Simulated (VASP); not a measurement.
**LiTlSe2: single point with r2SCAN**

Crystal: LiTlSe2.

```
CELL_PARAMETERS angstrom
4.22085 0.00000 0.00000
0.00000 4.22085 0.00000
0.00000 0.00000 5.91984
ATOMIC_POSITIONS crystal
Li 0.00000 0.00000 0.00000
Se 0.00000 0.50000 0.22921
Se 0.50000 0.00000 0.77079
Tl 0.50000 0.50000 0.50000
```

* Program: VASP 6.6.1
* Task: single point
* Functional: r2SCAN
* Potentials or basis: VASP PAW PBE potentials, release 64 (Li_sv, Se, Tl_d)
* Cutoff: 830 eV
* k mesh: 6 × 6 × 4
* Occupations: gaussian, width 0.01 eV
* Spin: no spin polarisation
* Dipole correction: no
* Further INCAR settings: ALGO = Normal; EDIFF = 1e-06; NBANDS = 22

```
Pressure               : 1.3 GPa
Largest force          : 0.154 eV/Å
Band gap on the k mesh : 0.78 eV
```

Forces in eV/Å, atoms in the order of the input:
```
Li   0.000  0.000  0.000
Se   0.000  0.000 -0.154
Se   0.000  0.000  0.154
Tl   0.000  0.000  0.000
```

Stress tensor (GPa, compression positive):
```
1.28 0.00 0.00
0.00 1.28 0.00
0.00 0.00 1.41
```

Levels at points of the mesh, in eV from the valence-band top:
```tsv
k point	band 11	band 12	band 13	band 14	band 15	band 16	band 17	band 18
(0.00, 0.00, 0.00)	-1.80	-0.23	0.00	0.00	0.78	3.60	5.70	6.32
(0.50, 0.00, 0.00)	-2.21	-1.75	-1.02	-0.51	2.58	5.87	6.04	6.86
(0.50, 0.50, 0.00)	-2.10	-1.81	-1.81	-1.19	1.90	3.59	3.59	7.03
(0.00, 0.00, 0.50)	-1.28	-1.28	-0.76	-0.76	2.41	3.80	5.47	7.34
(0.50, 0.00, 0.50)	-0.95	-0.89	-0.57	-0.50	1.09	5.48	6.13	6.67
(0.50, 0.50, 0.50)	-2.15	-2.15	-1.79	-1.60	3.52	5.65	5.65	7.61
```

Wall time 4.5 min on 1 thread of Intel(R) Xeon(R) Platinum 8488C (Sapphire Rapids), on a shared host, peak memory 0.41 GiB.

Caveat: the PAW data sets were made with another functional, which shifts forces and pressure a little; spin-orbit coupling is left out, which moves the levels of the heavy elements. A k mesh can miss the band edges.
